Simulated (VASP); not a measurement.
# C (P6_3/mmc) in VASP: a series of runs

Runs on C. Level: PBEsol+D3(BJ). Tasks: single point.

Program: VASP 6.6.1. These are calculated values, not measurements. Logs are shortened: lines on timing, memory, paths and dates and some standing lists are left out, and cuts for length are marked.

## 1. The cell of the first run

It takes space group P6_3/mmc (No. 194, hexagonal). Conventional cell: a = 2.374 Å, b = 2.374 Å, c = 6.205 Å, α = 90.00°, β = 90.00°, γ = 120.00°. Within 1.8 Å of C (site symmetry -6m2) lie 3 C at 1.37 Å. C (site symmetry -6m2) has 3 C at 1.37 Å within 1.8 Å.

## 2. Single point, PBEsol+D3(BJ) (7.57 Å³/atom)

INCAR

```
SYSTEM = C
PREC = Accurate
ENCUT = 520
EDIFF = 1E-6
ISMEAR = 0
SIGMA = 0.15
LREAL = .False.
LASPH = .True.
NELM = 100
ALGO = Normal
ISIF = 2
LWAVE = .False.
LCHARG = .True.
GGA = PS
IVDW = 12
LELF = .True.
LVHAR = .True.
NBANDS = 16
```

KPOINTS

```
Automatic mesh
0
Gamma
  21 21 8
  0 0 0
```

POSCAR

```
C
1.0
    2.3744371049      0.0000000000      0.0000000000
   -1.1872185525      2.0563228525      0.0000000000
    0.0000000000      0.0000000000      6.2048790426
C
4
Direct
    0.0000000000      0.0000000000      0.0025000000
    0.0000000000      0.0000000000      0.5025000000
    0.3333333333      0.6666666667      0.0025000000
    0.6666666667      0.3333333333      0.5025000000
```

Potentials or basis: VASP PAW PBE potentials, release 64 (C).

Started as:

```
cat potpaw_PBE.64/C/POTCAR > POTCAR
mpirun -np 1 vasp_std > vasp.out
```

OUTCAR:

```text
SYSTEM = C
   PREC = Accurate
   ENCUT = 520
   EDIFF = 1E-6
   ISMEAR = 0
   LREAL = .False.
   LASPH = .True.
   NELM = 100
   ISIF = 2
   GGA = PS
   IVDW = 12
 IVDW          = 12

 ion  position               nearest neighbor table
   1  0.000  0.000  0.002-   3 1.37   3 1.37   3 1.37
   2  0.000  0.000  0.502-   4 1.37   4 1.37   4 1.37
   3  0.333  0.667  0.002-   1 1.37   1 1.37   1 1.37
   4  0.667  0.333  0.502-   2 1.37   2 1.37   2 1.37

  LATTYP: Found a hexagonal cell.
 ALAT       =     2.3744371049
 C/A-ratio  =     2.6132000000

  Lattice vectors:

 A1 = (   2.3744371049,   0.0000000000,   0.0000000000)
 A2 = (  -1.1872185525,   2.0563228525,   0.0000000000)
 A3 = (   0.0000000000,   0.0000000000,   6.2048790426)

Analysis of symmetry for initial positions (statically):
=====================================================================
 Subroutine PRICEL returns:
 Original cell was already a primitive cell.

 Routine SETGRP: Setting up the symmetry group for a
 hexagonal supercell.

 Subroutine GETGRP returns: Found 24 space group operations
 (whereof  6 operations were pure point group operations)
 out of a pool of 24 trial point group operations.

The static configuration has the point symmetry C_3v.
 The point group associated with its full space group is D_6h.

Analysis of symmetry for dynamics (positions and initial velocities):
=====================================================================
 Subroutine PRICEL returns:
 Original cell was already a primitive cell.

 Routine SETGRP: Setting up the symmetry group for a
 hexagonal supercell.

 Subroutine GETGRP returns: Found 24 space group operations
 (whereof  6 operations were pure point group operations)
 out of a pool of 24 trial point group operations.

The dynamic configuration has the point symmetry C_3v.
 The point group associated with its full space group is D_6h.

 Subroutine INISYM returns: Found 24 space group operations
 (whereof  6 operations are pure point group operations),
 and found     1 'primitive' translations

----------------------------------------------------------------------------------------

                                     Primitive cell

  volume of cell :      30.2960

  direct lattice vectors                    reciprocal lattice vectors
     2.374437105  0.000000000  0.000000000     0.421152448  0.243152479  0.000000000
    -1.187218553  2.056322853  0.000000000     0.000000000  0.486304959  0.000000000
     0.000000000  0.000000000  6.204879043     0.000000000  0.000000000  0.161163496

  length of vectors
     2.374437105  2.374437105  6.204879043     0.486304959  0.486304959  0.161163496

  position of ions in fractional coordinates (direct lattice)
     0.000000000  0.000000000  0.002500000
     0.000000000  0.000000000  0.502500000
     0.333333333  0.666666667  0.002500000
     0.666666667  0.333333333  0.502500000

  ion indices of the primitive-cell ions
   primitive index   ion index
                 1           1
                 2           2
                 3           3
                 4           4

----------------------------------------------------------------------------------------

 KPOINTS: Automatic mesh

Automatic generation of k-mesh.
 Grid dimensions read from file:
 generate k-points for:   21   21    8

 Generating k-lattice:

  Cartesian coordinates                     Fractional coordinates (reciprocal lattice)
     0.020054878  0.011578689  0.000000000     0.047619048  0.000000000  0.000000000
     0.000000000  0.023157379  0.000000000     0.000000000  0.047619048  0.000000000
     0.000000000  0.000000000  0.020145437     0.000000000  0.000000000  0.125000000

  Length of vectors
     0.023157379  0.023157379  0.020145437

  Shift w.r.t. Gamma in fractional coordinates (k-lattice)
     0.000000000  0.000000000  0.000000000

 Subroutine IBZKPT returns following result:
 ===========================================

 Found    240 irreducible k-points:

 Following reciprocal coordinates:
            Coordinates               Weight
  0.000000  0.000000  0.000000      1.000000
  0.047619 -0.000000  0.000000      6.000000
  0.095238  0.000000  0.000000      6.000000
  0.142857  0.000000  0.000000      6.000000
  0.190476  0.000000  0.000000      6.000000
  0.238095 -0.000000  0.000000      6.000000
[... 16 lines left out ...]
  0.142857  0.095238  0.000000     12.000000
  0.190476  0.095238  0.000000     12.000000
 [... further k-points ...]
   k-points           NKPTS =    240   k-points in BZ     NKDIM =    240   number of bands    NBANDS=     16
   number of dos      NEDOS =    301   number of ions     NIONS =      4
   total plane-waves  NPLWV =  15552
   dimension x,y,z NGX =    18 NGY =   18 NGZ =   48
   dimension x,y,z NGXF=    36 NGYF=   36 NGZF=   96
   ions per type =               4
   NGX,Y,Z   is equivalent  to a cutoff of  12.60, 12.60, 12.86 a.u.
   NGXF,Y,Z  is equivalent  to a cutoff of  25.21, 25.21, 25.72 a.u.
 SYSTEM =  C
   PREC   = accura    normal or accurate (medium, high low for compatibility)
   ISTART =      0    job   : 0-new  1-cont  2-samecut
   ICHARG =      2    charge: 1-file 2-atom 10-const
   ISPIN  =      1    spin polarized calculation?
   LNONCOLLINEAR =      F non collinear calculations
   LSORBIT =      F    spin-orbit coupling
   LASPH  =      T    aspherical Exc in radial PAW
   ENCUT  =  520.0 eV  38.22 Ry    6.18 a.u.   4.41  4.41 11.54*2*pi/ulx,y,z
   NELM   =    100;   NELMIN=  2; NELMDL= -5     # of ELM steps
   EDIFF  = 0.1E-05   stopping-criterion for ELM
   LREAL  =      F    real-space projection
   EDIFFG = 0.1E-04   stopping-criterion for IOM
   NSW    =      0    number of steps for IOM
   IBRION =     -1    ionic relax: 0-MD 1-quasi-New 2-CG
   NFREE  =      0    steps in history (QN), initial steepest desc. (CG)
   ISIF   =      2    stress and relaxation
   ISYM   =      2    0-nonsym 1-usesym 2-fastsym
   POTIM  = 0.5000    time-step for ionic-motion
   TEBEG  =    0.0;   TEEND  =   0.0 temperature during run
   PSTRESS=    0.0 pullay stress
   NELECT =      16.0000    total number of electrons
   NUPDOWN=      -1.0000    fix difference up-down
   EMIN   =  10.00;   EMAX   =-10.00  energy-range for DOS
   EFERMI =   0.00;   METHOD = LEGACY
   ISMEAR =     0;   SIGMA  =   0.15  broadening in eV -4-tet -1-fermi 0-gaus
   EFERMI_NEDOS =   21; number of points for ismear=-14 and -15
   IALGO  =     38    algorithm
   IMIX   =      4    mixing-type and parameters
     AMIX     =   0.40;   BMIX     =  1.00
     AMIX_MAG =   1.60;   BMIX_MAG =  1.00
  volume/ion in A,a.u.               =       7.57        51.11
  Fermi-wavevector in a.u.,A,eV,Ry     =   1.323284  2.500644 23.824897  1.751081
  Thomas-Fermi vector in A             =   2.452903
   LORBIT       =      0    0 simple, 1 ext, 2 COOP (PROOUT), +10 PAW based schemes
   GGA     = PS    functional components
   LHFCALC =     F    Hartree Fock is set to
   AEXX    =    0.0000 exact exchange contribution
   IVDW    =    12    specifies the selected vdW correction
   LEPSILON=     F    determine dielectric tensor
   LRPA    =     F    only Hartree local field effects (RPA)
 non-spin polarized calculation
 Gauss-broadening in eV      SIGMA  =   0.15
  energy-cutoff  :      520.00
  volume of cell :       30.30
 maximum number of plane-waves:       845
 NGX is ok and might be reduce to    18
   NGX =  9   NGY =  9   NGZ = 23

 number of electron      16.0000005 magnetization

 Free energy of the ion-electron system (eV)
  ---------------------------------------------------
  ext. energy  EPLUGINS =         0.00000000
  ---------------------------------------------------
  free energy    TOTEN  =       -38.15254866 eV

  energy without entropy =      -38.15170856  energy(sigma->0) =      -38.15212861

 E-fermi :   5.9990     XC(G=0): -11.3333

 val. band max:        5.9983050061   @ k =   0.3333   0.3333   0.2500
 cond. band min:       6.0025788930   @ k =   0.3333   0.3333   0.5000
 fundamental gap:      0.0042738869
 Fermi energy:         5.9989769837

 k-point     1 :       0.0000    0.0000    0.0000
  band No.  band energies     occupation
      1     -14.5995      2.00000
      2     -14.0720      2.00000
      3      -3.6890      2.00000
      4      -0.8385      2.00000
      5       3.1276      2.00000
      6       3.1276      2.00000
[... 8 lines left out ...]
     15      18.7789      0.00000
     16      19.1369      0.00000

 k-point     2 :       0.0476   -0.0000    0.0000
  band No.  band energies     occupation
      1     -14.5413      2.00000
      2     -14.0157      2.00000
      3      -3.6166      2.00000
      4      -0.7715      2.00000
      5       2.8920      2.00000
      6       2.9361      2.00000
[... 8 lines left out ...]
     15      18.5533      0.00000
     16      18.9237      0.00000

 k-point     3 :       0.0952    0.0000    0.0000
  band No.  band energies     occupation
      1     -14.3671      2.00000
      2     -13.8466      2.00000
      3      -3.4000      2.00000
      4      -0.5712      2.00000
      5       2.2314      2.00000
      6       2.2994      2.00000
[... 8 lines left out ...]
     15      18.2806      0.00000
     16      18.3661      0.00000

 k-point     4 :       0.1429    0.0000    0.0000
  band No.  band energies     occupation
      1     -14.0774      2.00000
      2     -13.5655      2.00000
      3      -3.0403      2.00000
      4      -0.2399      2.00000
      5       1.2500      2.00000
      6       1.3486      2.00000
[... 8 lines left out ...]
     15      17.3811      0.00000
     16      18.5677      0.00000
[... 324 lines left out ...]
 k-point    22 :       0.0952    0.0952    0.0000
  band No.  band energies     occupation
      1     -13.9040      2.00000
      2     -13.3972      2.00000
      3      -2.8254      2.00000
      4      -0.0424      2.00000
      5       0.9198      2.00000
      6       0.9824      2.00000
[... 8 lines left out ...]
     15      17.4956      0.00000
     16      18.6681      0.00000

 k-point    23 :       0.1429    0.0952    0.0000
  band No.  band energies     occupation
      1     -13.5006      2.00000
      2     -13.0056      2.00000
      3      -2.3265      2.00000
      4      -0.0852      2.00000
      5       0.0123      2.00000
      6       0.4131      2.00000
[... 8 lines left out ...]
     15      18.4534      0.00000
     16      18.9381      0.00000

 k-point    24 :       0.1905    0.0952    0.0000
  band No.  band energies     occupation
      1     -12.9845      2.00000
      2     -12.5044      2.00000
      3      -1.6914      2.00000
      4      -1.2748      2.00000
      5      -1.1284      2.00000
      6       0.3242      2.00000
[... 8 lines left out ...]
     15      19.3774      0.00000
     16      19.6895      0.00000

 [... further k-points ...]

------------------------ aborting loop because EDIFF is reached ----------------------------------------

 Edisp (eV)   -0.45727

 E8    (eV) :    -0.2224

  FORCE on cell =-STRESS in cart. coord.  units (eV):
  Direction    XX          YY          ZZ          XY          YZ          ZX
  --------------------------------------------------------------------------------------
  -------------------------------------------------------------------------------------
  Total      11.11056    11.11056     0.54661    -0.00000    -0.00000     0.00000
  in kB     587.57202   587.57202    28.90714    -0.00000    -0.00000     0.00000
  external pressure =      401.35 kB  Pullay stress =        0.00 kB

 VOLUME and BASIS-vectors are now :
 -----------------------------------------------------------------------------
  energy-cutoff  :      520.00
  volume of cell :       30.30
      direct lattice vectors                 reciprocal lattice vectors
     2.374437105  0.000000000  0.000000000     0.421152448  0.243152479  0.000000000
    -1.187218553  2.056322853  0.000000000     0.000000000  0.486304959  0.000000000
     0.000000000  0.000000000  6.204879043     0.000000000  0.000000000  0.161163496

 POSITION                                       TOTAL-FORCE (eV/Angst)
 -----------------------------------------------------------------------------------
      0.00000      0.00000      0.01551        -0.000000     -0.000000     -0.000000
      0.00000      0.00000      3.11795         0.000000      0.000000      0.000000
     -0.00000      1.37088      0.01551        -0.000000     -0.000000     -0.000000
      1.18722      0.68544      3.11795         0.000000      0.000000      0.000000
 -----------------------------------------------------------------------------------
    total drift:                                0.000000      0.000000     -0.000006

  FREE ENERGIE OF THE ION-ELECTRON SYSTEM (eV)
  ---------------------------------------------------
  free  energy   TOTEN  =       -38.6098178126 eV

  energy  without entropy=      -38.6089777039  energy(sigma->0) =      -38.60939776
```

Wall time 96 s (1 thread of Intel Xeon 8259CL, shared host); peak memory 0.22 GiB.

What came out:

| Quantity | Value |
| --- | --- |
| Free energy | -38.6098 eV |
| Pressure | 40.1 GPa |
| Band gap on the k mesh | zero (bands 8 and 9 overlap by 0.07 eV) |
| Dispersion energy per atom | -0.114 eV |

Caveat: the cell stands under pressure; the PAW data sets were made with another functional, which shifts forces and pressure a little.

## 3. Single point, PBEsol+D3(BJ) (7.57 Å³/atom)

INCAR

```
ALGO = Normal ; EDIFF = 1E-7
ENCUT = 520 ; GGA = PS
ISIF = 2 ; ISMEAR = 0
IVDW = 12 ; LASPH = T
LCHARG = F ; LREAL = F
LWAVE = F ; NBANDS = 16
NELM = 100 ; PREC = Accurate
SIGMA = 0.15
```

KPOINTS

```
k-points
0
Gamma
  21 21 8
```

POSCAR

```
C
1.0
    2.2993125903      0.0000000000      0.0000000000
   -1.1496562952      1.9912631145      0.0000000000
    0.0000000000      0.0000000000      6.6169617724
C
4
Direct
    0.0000000000      0.0000000000      0.0025000000
    0.0000000000      0.0000000000      0.5025000000
    0.3333333333      0.6666666667      0.0025000000
    0.6666666667      0.3333333333      0.5025000000
```

Potentials or basis: VASP PAW PBE potentials, release 64 (C).

Started as:

```
cat potpaw_PBE.64/C/POTCAR > POTCAR
mpirun -np 1 vasp_std > vasp.out
```

Run time: 1.9 min. Hardware: 1 thread of Intel Xeon 8259CL, shared host; peak memory 0.21 GiB.

It converged, with:

```yaml
Free_energy: -37.5625 eV
Pressure: 77.0 GPa
Band_gap_on_the_k_mesh: zero (bands 8 and 9 overlap by 0.03 eV)
Dispersion_energy_per_atom: -0.102 eV
```

Stress tensor (GPa, compression positive):
```
115.78   0.00   0.00
  0.00 115.78   0.00
  0.00   0.00  -0.69
```

Levels at points of the mesh, in eV from the Fermi level:
```csv
k point,band 5,band 6,band 7,band 8,band 9,band 10,band 11,band 12
"(0.00, 0.00, 0.00)",-2.81,-2.81,-2.80,-2.80,3.30,9.79,9.79,9.84
"(0.00, 0.00, 0.50)",-2.80,-2.80,-2.80,-2.80,6.04,6.04,9.81,9.81
```

Caveat: the cell stands under pressure; the PAW data sets were made with another functional, which shifts forces and pressure a little.

## 4. Single point, PBEsol+D3(BJ) (7.57 Å³/atom)

INCAR is that of step 3.

KPOINTS is that of step 3.

POSCAR

```
C
1.0
    2.4129045584      0.0000000000      0.0000000000
   -1.2064522792      2.0896366444      0.0000000000
    0.0000000000      0.0000000000      6.0086149313
C
4
Direct
    0.0000000000      0.0000000000      0.0025000000
    0.0000000000      0.0000000000      0.5025000000
    0.3333333333      0.6666666667      0.0025000000
    0.6666666667      0.3333333333      0.5025000000
```

Started as:

```
cat potpaw_PBE.64/C/POTCAR > POTCAR
mpirun -np 1 vasp_std > vasp.out
```

Wall time 92 s (1 thread of Intel Xeon 8259CL, shared host); peak memory 0.21 GiB.

The run converged. Its results:

* Free energy: -38.8564 eV
* Pressure: 22.6 GPa
* Band gap on the k mesh: zero (bands 8 and 9 overlap by 0.10 eV)
* Dispersion energy per atom: -0.121 eV

Stress tensor (GPa, compression positive):
```
31.02  0.00  0.00
 0.00 31.02  0.00
 0.00  0.00  5.67
```

Levels at points of the mesh, in eV from the Fermi level:
| k point | band 6 | band 7 | band 8 | band 9 | band 10 | band 11 |
| --- | --- | --- | --- | --- | --- | --- |
| (0.00, 0.00, 0.00) | -2.89 | -2.84 | -2.84 | 5.01 | 8.76 | 8.76 |
| (0.00, 0.00, 0.50) | -2.86 | -2.86 | -2.86 | 8.67 | 8.67 | 8.82 |

Caveat: the cell stands under pressure; the PAW data sets were made with another functional, which shifts forces and pressure a little.

(Part 1 of 2 ends here.)
